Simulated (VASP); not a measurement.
# HC16 (a cell with a defect) in VASP: notebook

The runs below take HC16 (a cell with a defect) through single point, with PBE+D3(BJ).

Everything below comes from runs of VASP 6.6.1. Logs are shortened: lines on timing, memory, paths and dates and some standing lists are left out, and cuts for length are marked.

### Step 1. The cell of the first run

The cell holds a defect, 17 atoms: a = 5.049 Å, b = 5.049 Å, c = 5.049 Å, α = 60.00°, β = 60.00°, γ = 60.00°.

### Step 2. Single point, PBE+D3(BJ)

INCAR reads:

```
SYSTEM = HC16
PREC = Accurate
ENCUT = 520
EDIFF = 1E-6
ISMEAR = 0
SIGMA = 0.02
LREAL = Auto
LASPH = .TRUE.
NELM = 100
ALGO = Normal
ISIF = 2
LWAVE = .FALSE.
LCHARG = .FALSE.
GGA = PE
IVDW = 12
NELECT = 64.0
NBANDS = 46
```

KPOINTS reads:

```
Automatic mesh
0
G
  3 3 3
  0 0 0
```

POSCAR reads:

```
HC16
1.0
    0.0000000000      3.5700000000      3.5700000000
    3.5700000000      0.0000000000      3.5700000000
    3.5700000000      3.5700000000      0.0000000000
C H
16 1
Direct
   -0.0037581232     -0.0095824930     -0.0056920168
    0.1356628852      0.1288214286      0.1163768908
   -0.0057603641     -0.0107673669      0.5245640056
    0.1300198880      0.1198957983      0.6259112045
   -0.0061383754      0.4941817927      0.0078669468
    0.1252131653      0.6136837535      0.1289773109
   -0.0017767507      0.4920420168      0.5061806723
    0.1249742297      0.6121971989      0.6365072829
    0.5016560224     -0.0092515406      0.0055033613
    0.6231056022      0.1189652661      0.1286375350
    0.5024910364     -0.0087770308      0.5043596639
    0.6219593838      0.1189644258      0.6330308123
    0.4989490196      0.4925521008      0.0044397759
    0.6205163866      0.6163012605      0.1331337535
    0.4986505602      0.4926679272      0.5072866947
    0.6241649860      0.6169725490      0.6309406162
    1.0108528011      0.9314987395      0.2882500000
```

Potentials or basis: VASP PAW PBE potentials, release 64 (C, H).

Run with:

```bash
cat potpaw_PBE.64/C/POTCAR potpaw_PBE.64/H/POTCAR > POTCAR
mpirun -np 1 vasp_std > vasp.out
```

OUTCAR:

```text
SYSTEM = HC16
   PREC = Accurate
   ENCUT = 520
   EDIFF = 1E-6
   ISMEAR = 0
   LREAL = Auto
   LASPH = .TRUE.
   NELM = 100
   ISIF = 2
   GGA = PE
   IVDW = 12
   NELECT = 64.0
 IVDW          = 12

 ion  position               nearest neighbor table
   1  0.996  0.990  0.994-  17 1.39   4 1.52  10 1.54   6 1.55   2 1.65
   2  0.136  0.129  0.116-  17 1.17   5 1.51   9 1.51   1 1.65   3 1.68
   3  0.994  0.989  0.525-  17 1.32   4 1.52  12 1.54   8 1.56   2 1.68
   4  0.130  0.120  0.626-   3 1.52   1 1.52   7 1.53  11 1.54
   5  0.994  0.494  0.008-   2 1.51   8 1.53   6 1.53  14 1.54
   6  0.125  0.614  0.129-   5 1.53  13 1.54   1 1.55   7 1.56
   7  0.998  0.492  0.506-   4 1.53  16 1.54   6 1.56   8 1.56
   8  0.125  0.612  0.637-   5 1.53  15 1.54   7 1.56   3 1.56
   9  0.502  0.991  0.006-   2 1.51  12 1.54  10 1.54  14 1.54
  10  0.623  0.119  0.129-   9 1.54   1 1.54  13 1.54  11 1.55
  11  0.502  0.991  0.504-   4 1.54  16 1.54  10 1.55  12 1.55
  12  0.622  0.119  0.633-   9 1.54   3 1.54  15 1.54  11 1.55
  13  0.499  0.493  0.004-  16 1.54  10 1.54   6 1.54  14 1.54
  14  0.621  0.616  0.133-   5 1.54  13 1.54  15 1.54   9 1.54
  15  0.499  0.493  0.507-  16 1.54  12 1.54   8 1.54  14 1.54
  16  0.624  0.617  0.631-  15 1.54  13 1.54   7 1.54  11 1.54
  17  0.011  0.931  0.288-   2 1.17   3 1.32   1 1.39

  LATTYP: Found a face centered cubic cell.
 ALAT       =     7.1400000000

  Lattice vectors:

 A1 = (   0.0000000000,   3.5700000000,   3.5700000000)
 A2 = (   3.5700000000,   0.0000000000,   3.5700000000)
 A3 = (   3.5700000000,   3.5700000000,   0.0000000000)

Analysis of symmetry for initial positions (statically):
=====================================================================
 Subroutine PRICEL returns:
 Original cell was already a primitive cell.

 Routine SETGRP: Setting up the symmetry group for a
 face centered cubic supercell.

 Subroutine GETGRP returns: Found  1 space group operations
 (whereof  1 operations were pure point group operations)
 out of a pool of 48 trial point group operations.

The static configuration has the point symmetry C_1 .

Analysis of symmetry for dynamics (positions and initial velocities):
=====================================================================
 Subroutine PRICEL returns:
 Original cell was already a primitive cell.

 Routine SETGRP: Setting up the symmetry group for a
 face centered cubic supercell.

 Subroutine GETGRP returns: Found  1 space group operations
 (whereof  1 operations were pure point group operations)
 out of a pool of 48 trial point group operations.

The dynamic configuration has the point symmetry C_1 .

 Subroutine INISYM returns: Found  1 space group operations
 (whereof  1 operations are pure point group operations),
 and found     1 'primitive' translations

----------------------------------------------------------------------------------------

                                     Primitive cell

  volume of cell :      90.9986

  direct lattice vectors                    reciprocal lattice vectors
     0.000000000  3.570000000  3.570000000    -0.140056022  0.140056022  0.140056022
     3.570000000  0.000000000  3.570000000     0.140056022 -0.140056022  0.140056022
     3.570000000  3.570000000  0.000000000     0.140056022  0.140056022 -0.140056022

  length of vectors
     5.048742418  5.048742418  5.048742418     0.242584147  0.242584147  0.242584147

  position of ions in fractional coordinates (direct lattice)
     0.996241877  0.990417507  0.994307983
     0.135662885  0.128821429  0.116376891
     0.994239636  0.989232633  0.524564006
     0.130019888  0.119895798  0.625911204
     0.993861625  0.494181793  0.007866947
     0.125213165  0.613683753  0.128977311
[... 9 lines left out ...]
     0.624164986  0.616972549  0.630940616
     0.010852801  0.931498740  0.288250000

  ion indices of the primitive-cell ions
   primitive index   ion index
                 1           1
                 2           2
                 3           3
                 4           4
                 5           5
                 6           6
[... 9 lines left out ...]
                16          16
                17          17

----------------------------------------------------------------------------------------

 KPOINTS: Automatic mesh

Automatic generation of k-mesh.
 Grid dimensions read from file:
 generate k-points for:    3    3    3

 Generating k-lattice:

  Cartesian coordinates                     Fractional coordinates (reciprocal lattice)
    -0.046685341  0.046685341  0.046685341     0.333333333  0.000000000  0.000000000
     0.046685341 -0.046685341  0.046685341     0.000000000  0.333333333  0.000000000
     0.046685341  0.046685341 -0.046685341     0.000000000  0.000000000  0.333333333

  Length of vectors
     0.080861382  0.080861382  0.080861382

  Shift w.r.t. Gamma in fractional coordinates (k-lattice)
     0.000000000  0.000000000  0.000000000

 Subroutine IBZKPT returns following result:
 ===========================================

 Found     14 irreducible k-points:

 Following reciprocal coordinates:
            Coordinates               Weight
  0.000000  0.000000  0.000000      1.000000
  0.333333  0.000000  0.000000      2.000000
  0.000000  0.333333  0.000000      2.000000
  0.000000  0.000000  0.333333      2.000000
  0.333333  0.333333  0.333333      2.000000
  0.333333  0.333333  0.000000      2.000000
  0.000000  0.333333  0.333333      2.000000
  0.333333  0.000000  0.333333      2.000000
 -0.333333  0.333333  0.000000      2.000000
  0.000000 -0.333333  0.333333      2.000000
  0.333333  0.000000 -0.333333      2.000000
  0.333333  0.333333 -0.333333      2.000000
 -0.333333  0.333333 -0.333333      2.000000
  0.333333 -0.333333 -0.333333      2.000000
   k-points           NKPTS =     14   k-points in BZ     NKDIM =     14   number of bands    NBANDS=     46
   number of dos      NEDOS =    301   number of ions     NIONS =     17
   total plane-waves  NPLWV =  64000
   dimension x,y,z NGX =    40 NGY =   40 NGZ =   40
   dimension x,y,z NGXF=    80 NGYF=   80 NGZF=   80
   ions per type =              16   1
   NGX,Y,Z   is equivalent  to a cutoff of  13.17, 13.17, 13.17 a.u.
   NGXF,Y,Z  is equivalent  to a cutoff of  26.34, 26.34, 26.34 a.u.
 SYSTEM =  HC16
   PREC   = accura    normal or accurate (medium, high low for compatibility)
   ISTART =      0    job   : 0-new  1-cont  2-samecut
   ICHARG =      2    charge: 1-file 2-atom 10-const
   ISPIN  =      1    spin polarized calculation?
   LNONCOLLINEAR =      F non collinear calculations
   LSORBIT =      F    spin-orbit coupling
   LASPH  =      T    aspherical Exc in radial PAW
   ENCUT  =  520.0 eV  38.22 Ry    6.18 a.u.   9.39  9.39  9.39*2*pi/ulx,y,z
   NELM   =    100;   NELMIN=  2; NELMDL= -5     # of ELM steps
   EDIFF  = 0.1E-05   stopping-criterion for ELM
   LREAL  =      T    real-space projection
   EDIFFG = 0.1E-04   stopping-criterion for IOM
   NSW    =      0    number of steps for IOM
   IBRION =     -1    ionic relax: 0-MD 1-quasi-New 2-CG
   NFREE  =      0    steps in history (QN), initial steepest desc. (CG)
   ISIF   =      2    stress and relaxation
   ISYM   =      2    0-nonsym 1-usesym 2-fastsym
   POTIM  = 0.5000    time-step for ionic-motion
   TEBEG  =    0.0;   TEEND  =   0.0 temperature during run
   PSTRESS=    0.0 pullay stress
   NELECT =      64.0000    total number of electrons
   NUPDOWN=      -1.0000    fix difference up-down
   EMIN   =  10.00;   EMAX   =-10.00  energy-range for DOS
   EFERMI =   0.00;   METHOD = LEGACY
   ISMEAR =     0;   SIGMA  =   0.02  broadening in eV -4-tet -1-fermi 0-gaus
   EFERMI_NEDOS =   21; number of points for ismear=-14 and -15
   IALGO  =     38    algorithm
   IMIX   =      4    mixing-type and parameters
     AMIX     =   0.40;   BMIX     =  1.00
     AMIX_MAG =   1.60;   BMIX_MAG =  1.00
  volume/ion in A,a.u.               =       5.35        36.12
  Fermi-wavevector in a.u.,A,eV,Ry     =   1.455872  2.751200 28.838420  2.119564
  Thomas-Fermi vector in A             =   2.572856
   LORBIT       =      0    0 simple, 1 ext, 2 COOP (PROOUT), +10 PAW based schemes
   GGA     = PE    functional components
   LHFCALC =     F    Hartree Fock is set to
   AEXX    =    0.0000 exact exchange contribution
   IVDW    =    12    specifies the selected vdW correction
   LEPSILON=     F    determine dielectric tensor
   LRPA    =     F    only Hartree local field effects (RPA)
 non-spin polarized calculation
 Gauss-broadening in eV      SIGMA  =   0.02
  energy-cutoff  :      520.00
  volume of cell :       91.00
 maximum number of plane-waves:      2453
 NGX is ok and might be reduce to    40
   NGX = 19   NGY = 19   NGZ = 19

 number of electron      64.0000001 magnetization

 Free energy of the ion-electron system (eV)
  ---------------------------------------------------
  ext. energy  EPLUGINS =         0.00000000
  ---------------------------------------------------
  free energy    TOTEN  =      -155.18850393 eV

  energy without entropy =     -155.18850393  energy(sigma->0) =     -155.18850393

 E-fermi :  10.0509     XC(G=0): -13.2469

 val. band max:        9.9557027369   @ k =   0.0000   0.0000   0.0000
 cond. band min:      12.6221806981   @ k =   0.0000   0.0000   0.0000
 fundamental gap:      2.6664779613
 Fermi energy:        10.0509000487

 k-point     1 :       0.0000    0.0000    0.0000
  band No.  band energies     occupation
      1     -11.9942      2.00000
      2      -6.9910      2.00000
      3      -5.9532      2.00000
      4      -5.9317      2.00000
      5      -5.8497      2.00000
      6      -4.7957      2.00000
[... 36 lines left out ...]
     43      17.6543      0.00000
     44      17.7461      0.00000

 k-point     2 :       0.3333    0.0000    0.0000
  band No.  band energies     occupation
      1     -11.3055      2.00000
      2      -8.8919      2.00000
      3      -6.6304      2.00000
      4      -6.0135      2.00000
      5      -5.9634      2.00000
      6      -5.3157      2.00000
[... 556 lines left out ...]
 k-point    14 :       0.3333   -0.3333   -0.3333
  band No.  band energies     occupation
      1     -10.3498      2.00000
      2      -9.1438      2.00000
      3      -8.8273      2.00000
      4      -7.0235      2.00000
      5      -6.7338      2.00000
      6      -4.5248      2.00000
[... 36 lines left out ...]
     43      19.1751      0.00000
     44      19.5223      0.00000
 [bands above 44 left out]

------------------------ aborting loop because EDIFF is reached ----------------------------------------

 Edisp (eV)   -3.23241

 E8    (eV) :    -0.9204

  FORCE on cell =-STRESS in cart. coord.  units (eV):
  Direction    XX          YY          ZZ          XY          YZ          ZX
  --------------------------------------------------------------------------------------
  -------------------------------------------------------------------------------------
  Total      -9.71010    -9.67859    -9.99226     1.85433    -0.57686    -0.26577
  in kB    -170.96193  -170.40730  -175.92982    32.64853   -10.15654    -4.67927
  external pressure =     -172.43 kB  Pullay stress =        0.00 kB

 VOLUME and BASIS-vectors are now :
 -----------------------------------------------------------------------------
  energy-cutoff  :      520.00
  volume of cell :       91.00
      direct lattice vectors                 reciprocal lattice vectors
     0.000000000  3.570000000  3.570000000    -0.140056022  0.140056022  0.140056022
     3.570000000  0.000000000  3.570000000     0.140056022 -0.140056022  0.140056022
     3.570000000  3.570000000  0.000000000     0.140056022  0.140056022 -0.140056022

 POSITION                                       TOTAL-FORCE (eV/Angst)
 -----------------------------------------------------------------------------------
      7.08547      7.10626      7.09237         0.023367      0.010451      0.039041
      0.87536      0.89978      0.94421        -0.080448     -0.075170      0.043929
      5.40425      5.42213      7.08100        -0.003547      0.021127     -0.072901
      2.66253      2.69867      0.89220        -0.018433     -0.034632     -0.003754
      1.79231      3.57617      5.31231         0.015561      0.037511     -0.024017
      2.65130      0.90746      2.63786         0.003823      0.009918      0.000422
[... 9 lines left out ...]
      4.45505      4.48073      4.43086        -0.004535     -0.000696      0.003221
      4.35450      1.06780      3.36419         0.049582      0.043389     -0.004567
 -----------------------------------------------------------------------------------
    total drift:                                0.007348     -0.013102      0.002581

  FREE ENERGIE OF THE ION-ELECTRON SYSTEM (eV)
  ---------------------------------------------------
  free  energy   TOTEN  =      -158.4209154306 eV

  energy  without entropy=     -158.4209154306  energy(sigma->0) =     -158.42091543
```

Run time: 1.9 min. Hardware: 1 thread of Intel Xeon Platinum 8488C (Sapphire Rapids), shared host; peak memory 0.25 GiB.

Results:

* Free energy: -158.4209 eV
* Largest force: 0.119 eV/Å
* Dispersion energy per atom: -0.190 eV

Forces in eV/Å, atoms in the order of the input:
```
C    0.023  0.010  0.039
C   -0.080 -0.075  0.044
C   -0.004  0.021 -0.073
C   -0.018 -0.035 -0.004
C    0.016  0.038 -0.024
C    0.004  0.010  0.000
C   -0.007 -0.008 -0.005
C    0.011 -0.020  0.018
C    0.012 -0.005 -0.009
C    0.002 -0.003 -0.004
C    0.004  0.002  0.000
C   -0.007  0.006  0.007
C    0.003 -0.002  0.001
C    0.005  0.000 -0.001
C   -0.008  0.018  0.011
C   -0.005 -0.001  0.003
H    0.050  0.043 -0.005
```

Caveat: the k points lie up to 0.51 Å⁻¹ apart; the cell carries a net charge on a neutralising background, which shifts energy and pressure; the cell is charged against a uniform background, so pressure and absolute levels hang on convention.

(Part 1 of 2 ends here.)
